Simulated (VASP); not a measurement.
A run of VASP 6.6.1:

The input POSCAR:

```
BiTe
1.0
    2.3899644647      1.3798466271      3.2724581889
   -2.3899644647      1.3798466271      3.2724581889
    0.0000000000     -2.7596932542      3.2724581889
Bi Te
1 1
Direct
    0.5000000000      0.5000000000      0.5000000000
    0.0000000000      0.0000000000      0.0000000000
```

Contents of INCAR.step1:

```
SYSTEM = BiTe
PREC = Accurate
ENCUT = 520
ISMEAR = -1
SIGMA = 0.05
LREAL = .FALSE.
LASPH = .TRUE.
NELM = 80
NBANDS = 18
GGA = PE
ALGO = Normal
EDIFF = 1E-4
LWAVE = .TRUE.
LCHARG = .FALSE.
```

INCAR.step2

```
SYSTEM = BiTe
PREC = Accurate
ENCUT = 520
EDIFF = 1E-6
ISMEAR = -1
SIGMA = 0.05
LREAL = .FALSE.
LASPH = .TRUE.
NELM = 80
ALGO = Normal
ISIF = 2
LWAVE = .FALSE.
LCHARG = .TRUE.
METAGGA = R2SCAN
LMIXTAU = .TRUE.
LELF = .TRUE.
LVHAR = .TRUE.
NBANDS = 18
ISTART = 1
```

The input KPOINTS:

```
regular mesh
0
G
  7 7 7
  0 0 0
```

Potentials or basis: VASP PAW PBE potentials, release 64 (Bi_d, Te).

Launch:

```console
$ cat potpaw_PBE.64/Bi_d/POTCAR potpaw_PBE.64/Te/POTCAR > POTCAR
$ cp INCAR.step1 INCAR
$ mpirun -np 1 vasp_std > vasp.out
$ cp INCAR.step2 INCAR
$ mpirun -np 1 vasp_std > vasp.out
```

Hardware: 1 thread of Intel Xeon 8259CL (shared host).

**Question.** Estimate the wall time of this run.

**Answer.** It took 2.5 min on 1 thread of Intel Xeon 8259CL (shared host), peak memory 0.22 GiB. Counts: k points 44.
